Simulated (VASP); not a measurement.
A run of VASP 6.6.1:

INCAR

```
SYSTEM = BN
PREC = Accurate
ENCUT = 520
EDIFF = 1E-6
ISMEAR = 0
SIGMA = 0.05
LREAL = .False.
LASPH = .True.
NELM = 80
ALGO = Normal
ISIF = 2
LWAVE = .False.
LCHARG = .False.
GGA = PE
IVDW = 12
NBANDS = 11
```

The input KPOINTS:

```
regular mesh
0
Gamma
  12 12 12
  0 0 0
```

Contents of POSCAR:

```
BN
1.0
    0.0000000000      3.5398511209      2.1688319106
    1.2538424675      0.0000000000      2.1688319106
    1.2538424675      3.5398511209      0.0000000000
B N
1 1
Direct
    0.0001068737      0.0001068737      0.9998931263
    0.6665931163      0.6665931163      0.3334068837
```

Potentials or basis: VASP PAW PBE potentials, release 64 (B, N).

Command:

```sh
$ cat potpaw_PBE.64/B/POTCAR potpaw_PBE.64/N/POTCAR > POTCAR
$ mpirun -np 1 vasp_std > vasp.out
```

Hardware: 1 thread of Intel Xeon 8259CL, with other jobs on the host.

Q: Estimate the wall time of this run.

A: Wall time 63 s on 1 thread of Intel Xeon 8259CL (shared host), peak memory 0.2 GiB. Counts: scf iterations 13, k points 280.
